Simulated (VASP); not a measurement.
A run of VASP 6.6.1 is set up as follows.

Contents of INCAR:

```
SYSTEM = Tl
ALGO = Normal ; EDIFF = 1E-6
ENCUT = 520 ; GGA = PE
ISIF = 2 ; ISMEAR = -1
LASPH = .TRUE. ; LCHARG = .TRUE.
LELF = .TRUE. ; LREAL = .FALSE.
LVHAR = .TRUE. ; LWAVE = .FALSE.
NBANDS = 20 ; NELM = 100
PREC = Accurate ; SIGMA = 0.05
```

Contents of KPOINTS:

```
k-points
0
G
  11 11 6
  0 0 0
```

Contents of POSCAR:

```
Tl
1.0
    3.4210868953      0.0000000000      0.0000000000
   -1.7105434477      2.9627481599      0.0000000000
    0.0000000000      0.0000000000      5.4691881033
Tl
2
Direct
    0.3333333333      0.6666666667      0.2500000000
    0.6666666667      0.3333333333      0.7500000000
```

Potentials or basis: VASP PAW PBE potentials, release 64 (Tl_d).

Launch:

```bash
$ cat potpaw_PBE.64/Tl_d/POTCAR > POTCAR
$ mpirun -np 1 vasp_std > vasp.out
```

**Question.** What does it give for the band gap on the k mesh?

**Answer.** Zero (bands 13 and 14 overlap by 5.87 eV).

**Question.** What does it give for the pressure?

**Answer.** 4.5 GPa.

Stress tensor (GPa, compression positive):
```
4.37 0.00 0.00
0.00 4.37 0.00
0.00 0.00 4.82
```

Caveat: the cell stands under pressure; spin-orbit coupling is left out, which moves the levels of the heavy elements.
